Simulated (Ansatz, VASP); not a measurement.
**BN: VASP beside Ansatz**

The input POSCAR:

```
BN
1.0
    0.0000000000      3.3394821267      2.1688319105
    1.2538424674      0.0000000000      2.1688319105
    1.2538424674      3.3394821267      0.0000000000
B N
1 1
Direct
    0.0001068737      0.0001068737      0.9998931263
    0.6665931163      0.6665931163      0.3334068837
```

The input INCAR.step1:

```
ALGO     = Normal         # electronic algorithm
EDIFF    = 1E-5           # SCF threshold, eV
ENCUT    = 520            # plane-wave cutoff, eV
GGA      = PE             # functional
ISIF     = 2              # what is computed and relaxed
ISMEAR   = 0              # smearing method
LASPH    = True           # aspherical terms in the spheres
LCHARG   = False          # write CHGCAR
LREAL    = False          # projectors in reciprocal space
LWAVE    = True           # write WAVECAR
NBANDS   = 11             # bands
NELM     = 80             # most SCF steps
PREC     = Accurate       # precision mode
SIGMA    = 0.02           # smearing width, eV
```

The input INCAR.step2:

```
AEXX     = 0.25           # exact-exchange fraction
ALGO     = Normal         # electronic algorithm
EDIFF    = 1E-6           # SCF threshold, eV
ENCUT    = 520            # plane-wave cutoff, eV
GGA      = PE             # functional
ISIF     = 2              # what is computed and relaxed
ISMEAR   = 0              # smearing method
ISTART   = 1            
LASPH    = True           # aspherical terms in the spheres
LCHARG   = False          # write CHGCAR
LHFCALC  = True           # exact exchange
LREAL    = False          # projectors in reciprocal space
LWAVE    = False          # write WAVECAR
NBANDS   = 11             # bands
NELM     = 80             # most SCF steps
PREC     = Accurate       # precision mode
PRECFOCK = Normal       
SIGMA    = 0.02           # smearing width, eV
```

KPOINTS

```
k-points
0
Gamma
  8 8 8
```

Input for Ansatz:

```yaml
crystal:
  lattice:
    - [0.0, 3.3394821267, 2.1688319105]
    - [1.2538424674, 0.0, 2.1688319105]
    - [1.2538424674, 3.3394821267, 0.0]
  atoms:
    - { symbol: B, position: [0.0001068737, 0.0001068737, 0.9998931263] }
    - { symbol: "N", position: [0.6665931163, 0.6665931163, 0.3334068837] }
basis:
  ecutwfc: 420
kpoints:
  mp_grid: { grid: [8, 8, 8] }
  band_path:
    path:
      - [[0.0, 0.0, 0.0], [0.5, 0.0, 0.5], [1.0, 0.5, 0.5], [0.5, 0.5, 0.0], [0.0, 0.0, 0.0], [0.0, 0.36879791, 0.36879791]]
      - [[1.0, 0.63120209, 0.63120209], [1.0, 0.5, 0.5]]
      - [[0.5, 0.0, 0.5], [0.5, 0.29831275, 0.79831275]]
      - [[0.5, 0.70168725, 0.20168725], [0.5, 0.5, 0.0]]
    npoints: 4
hamiltonian:
  xc: pbe0
scf:
  occupations: { method: gaussian, width: 0.02 }
output:
  forces: true
  stress: true
  eigenvalues: true
  populations: true
  dos: { projected: true, de: 0.02 }
  bader: false
  write_density: true
  write_potential: true
  elf: true
  volumetric_format: npy
```

Alike in both runs: task single point; functional PBE0; k mesh 8 × 8 × 8; occupations gaussian, width 0.02 eV; no spin polarisation.

```csv
,VASP,Ansatz
version,VASP 6.6.1,Ansatz 0.2.0
potentials or method,"VASP PAW PBE potentials, release 64 (B, N), cutoff 520 eV","scalar-relativistic, plane waves, PAW"
valence electrons in the cell,8,8
```

|  | VASP | Ansatz | Ansatz less VASP |
| --- | --- | --- | --- |
| gap on the k mesh at the Fermi level (eV) | 5.51 | 5.51 | -0.002 |
| least direct gap on the mesh (eV) | 6.90 | 6.90 | -0.004 |
| pressure (GPa) | -2.2 | -2.4 | -0.20 |
| traceless stress, the component that is largest in VASP (GPa) | 4.45 | 4.84 | +0.397 |

With one functional, cell and mesh, what is left measures potentials, basis and numerics. Ansatz's warnings: stress exchange threshold loose, stress scf threshold loose.
